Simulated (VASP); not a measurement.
Here is a VASP 6.6.1 calculation.

File INCAR:

```
SYSTEM = Cl
ALGO = Normal ; EDIFF = 1E-6
ENCUT = 520 ; GGA = PS
ISIF = 2 ; ISMEAR = -1
LASPH = .TRUE. ; LCHARG = .FALSE.
LREAL = .FALSE. ; LWAVE = .FALSE.
NBANDS = 22 ; NELM = 100
PREC = Accurate ; SIGMA = 0.05
```

Contents of KPOINTS:

```
k-points
0
G
  5 5 2
  0 0 0
```

The input POSCAR:

```
Cl
1.0
    3.4661380388     -1.9448437695      0.0000000000
    3.4661380388      1.9448437695      0.0000000000
    0.0000000000      0.0000000000      8.0055908624
Cl
4
Direct
    0.8736008072      0.1263991928      0.1111123907
    0.6263991928      0.3736008072      0.6111123907
    0.1263991928      0.8736008072      0.8888876093
    0.3736008072      0.6263991928      0.3888876093
```

Potentials or basis: VASP PAW PBE potentials, release 64 (Cl).

Run with:

```console
$ cat potpaw_PBE.64/Cl/POTCAR > POTCAR
$ mpirun -np 1 vasp_std > vasp.out
```

Problem. Predict the largest force.

Solution. 0.145 eV/Å.

Problem. Predict the pressure.

Solution. -0.3 GPa.

Problem. What does it give for the band gap on the k mesh?

Solution. 2.08 eV.

Forces on the atoms (eV/Å):
```
Cl   0.000 -0.066 -0.129
Cl   0.000  0.066 -0.129
Cl   0.000  0.066  0.129
Cl   0.000 -0.066  0.129
```

Caveat: this functional lacks dispersion, which holds the molecules together, so the pressure and a relaxed volume are unreliable; the PAW data sets were made with another functional, which shifts forces and pressure a little; an odd mesh through Γ misses points on the zone boundary, where band edges can lie.
